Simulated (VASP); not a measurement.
Here is a VASP 6.6.1 calculation.

Contents of INCAR:

```
SYSTEM = SiNi
  PREC = Accurate
  ENCUT = 600
  EDIFF = 1E-6
  ISMEAR = 0
  SIGMA = 0.1
  LREAL = .False.
  LASPH = .True.
  NELM = 80
  ALGO = Normal
  ISIF = 3
  LWAVE = .False.
  LCHARG = .False.
  IBRION = 2
  NSW = 70
  EDIFFG = -0.005
```

The input KPOINTS:

```
Automatic mesh
0
Gamma
  8 10 6
  0 0 0
```

The input POSCAR:

```
SiNi
1.0
    5.1540862299      0.0000000000      0.0000000000
    0.0000000000      3.3754897953      0.0000000000
    0.0000000000      0.0000000000      5.6197144144
Si Ni
4 4
Direct
    0.3212470322      0.7500000000      0.0840781133
    0.1787529678      0.2500000000      0.5840781133
    0.8212470322      0.7500000000      0.4159218867
    0.6787529678      0.2500000000      0.9159218867
    0.0082176550      0.2500000000      0.1884869081
    0.4917823450      0.7500000000      0.6884869081
    0.5082176550      0.2500000000      0.3115130919
    0.9917823450      0.7500000000      0.8115130919
```

Potentials or basis: VASP PAW LDA potentials, release 64 (Si, Ni).

Command:

```console
$ cat potpaw_LDA.64/Si/POTCAR potpaw_LDA.64/Ni/POTCAR > POTCAR
$ mpirun -np 1 vasp_std > vasp.out
```

(1) Predict the relaxed volume.

(2) Predict the space group after relaxing (to 0.1 Å).

(3) Estimate the relaxed cell.

(4) Predict the band gap on the k mesh.

Answers

(1) 11.54 Å³/atom.

(2) Pnma (No. 62).

(3) a = 5.051 Å, b = 3.331 Å, c = 5.486 Å, α = 90.00°, β = 90.00°, γ = 90.00°.

(4) zero (bands 28 and 29 overlap by 1.95 eV).
